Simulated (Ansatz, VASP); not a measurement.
# Two plane-wave programs on SnO

```xyz
4
Lattice="3.8137 0.0000 0.0000 0.0000 3.8137 0.0000 0.0000 0.0000 4.8869" Properties=species:S:1:pos:R:3 pbc="T T T"
Sn    1.9068    0.0000    3.7367
Sn    0.0000    1.9068    1.1503
O     0.0000    0.0000    0.0000
O     1.9068    1.9068    0.0000
```

Alike in both runs: functional PBEsol-based screened hybrid with a share of 0.25 of exact exchange and HFSCREEN = 0.207; k mesh 4 × 4 × 3; occupations fermi-dirac, width 0.05 eV; no spin polarisation.

|  | VASP | Ansatz |
| --- | --- | --- |
| version | VASP 6.6.1 | Ansatz 0.2.0 |
| potentials or method | VASP PAW PBE potentials, release 64 (Sn_d, O) | Ansatz PAW |
| plane-wave cutoff (eV) | 520 | 420 |
| valence electrons in the cell | 40 | 40 |
| task | single point | band structure |

```tsv
	VASP	Ansatz	Ansatz less VASP
gap on the k mesh at the Fermi level (eV)	0.52	0.51	-0.009
least direct gap on the mesh (eV)	2.67	2.71	+0.042
pressure (GPa)	-3.2	-3.6	-0.35
traceless stress, the component that is largest in VASP (GPa)	0.71	0.68	-0.030
rms of the force components (eV/Å)	0.144	0.188	+0.0445
```

VASP's potentials were made for PBE, not for PBEsol-based screened hybrid. Atom by atom the forces differ by 0.045 eV/Å (rms over components).

The k mesh is coarse, so the values compare programs but aren't converged.
